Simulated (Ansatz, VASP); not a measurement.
**One calculation of InTeOs3F2, two programs**

```
In Te Os F
1.0
     3.85115    0.00000    0.00000
     0.00000    3.85115    0.00000
     0.00000    0.00000    9.17871
In Te Os F
1 1 3 2
Direct
  0.50000 0.50000 0.50000
  0.00000 0.00000 0.00000
  0.00000 0.00000 0.35744
  0.00000 0.00000 0.64256
  0.50000 0.50000 0.00000
  0.50000 0.50000 0.19132
  0.50000 0.50000 0.80868
```

Alike in both runs: task single point; functional PBE; k mesh 4 × 4 × 2; occupations gaussian, width 0.1 eV; collinear spin.

|  | VASP | Ansatz |
| --- | --- | --- |
| version | VASP 6.6.1 | Ansatz 0.2.0 |
| potentials or method | VASP PAW PBE potentials, release 64 (In_d, Te, Os, F), cutoff 520 eV | scalar-relativistic, plane waves, PAW |
| valence electrons in the cell | 57 | 91 |

|  | VASP | Ansatz | Ansatz less VASP |
| --- | --- | --- | --- |
| gap on the k mesh at the Fermi level (eV) | none | none | - |
| pressure (GPa) | 2.3 | 4.5 | +2.16 |
| traceless stress, the component that is largest in VASP (GPa) | 13.46 | 12.26 | -1.195 |
| rms of the force components (eV/Å) | 2.215 | 2.009 | -0.2053 |
| net moment per atom (μB) | 0.01 | 0.81 | +0.798 |
| size of the moment on the site where the two differ most (μB) | 0.04 | 1.53 | +1.497 |

The net moments are unlike, so the other rows may belong to different states. Site moments also hang on the region over which each program counts them. Atom by atom the forces differ by 0.235 eV/Å (rms over components). A gap of «none» marks a metal or a gap that the smearing closes. VASP's potentials hold 57 valence electrons a cell and Ansatz's 91, so a difference there can come from the potentials and not from the codes.

The k mesh is coarse, so the values compare programs but aren't converged. Spin-orbit coupling is off throughout.
